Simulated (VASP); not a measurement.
Input of a VASP 6.6.1 run:

Contents of POSCAR:

```
BP
1.0
    0.0000000000      2.2463100000      2.2690000000
    2.2463100000      0.0000000000      2.2690000000
    2.2463100000      2.2463100000      0.0000000000
B P
1 1
Direct
    0.0000000000      0.0000000000      0.0000000000
    0.7500000000      0.7500000000      0.7500000000
```

File INCAR.step1:

```
SYSTEM = BP
PREC = Accurate
ENCUT = 520
ISMEAR = 0
SIGMA = 0.05
LREAL = .False.
LASPH = .True.
NELM = 100
NBANDS = 11
GGA = PE
ALGO = Normal
EDIFF = 1E-4
LWAVE = .True.
LCHARG = .False.
```

INCAR.step2

```
SYSTEM = BP
PREC = Accurate
ENCUT = 520
EDIFF = 1E-6
ISMEAR = 0
SIGMA = 0.05
LREAL = .False.
LASPH = .True.
NELM = 100
ALGO = Normal
ISIF = 2
LWAVE = .False.
LCHARG = .False.
METAGGA = R2SCAN
LMIXTAU = .True.
NBANDS = 11
ISTART = 1
```

File KPOINTS:

```
Automatic mesh
0
Gamma
  10 10 10
  0 0 0
```

Potentials or basis: VASP PAW PBE potentials, release 64 (B, P).

Command:

```console
$ cat potpaw_PBE.64/B/POTCAR potpaw_PBE.64/P/POTCAR > POTCAR
$ cp INCAR.step1 INCAR
$ mpirun -np 1 vasp_std > vasp.out
$ cp INCAR.step2 INCAR
$ mpirun -np 1 vasp_std > vasp.out
```

Estimate the band gap on the k mesh.

1.34 eV, indirect (least direct gap 3.62 eV).

What does it give for the pressure?

2.8 GPa.

Stress tensor (GPa, compression positive):
```
3.83 0.00 0.00
0.00 3.83 0.00
0.00 0.00 0.83
```

Caveat: the cell differs from its parent crystal (strain -0.0100 x Voigt [1, 1, 0, 0, 0, 0]); the PAW data sets were made with another functional, which shifts forces and pressure a little. A k mesh can miss the band edges.
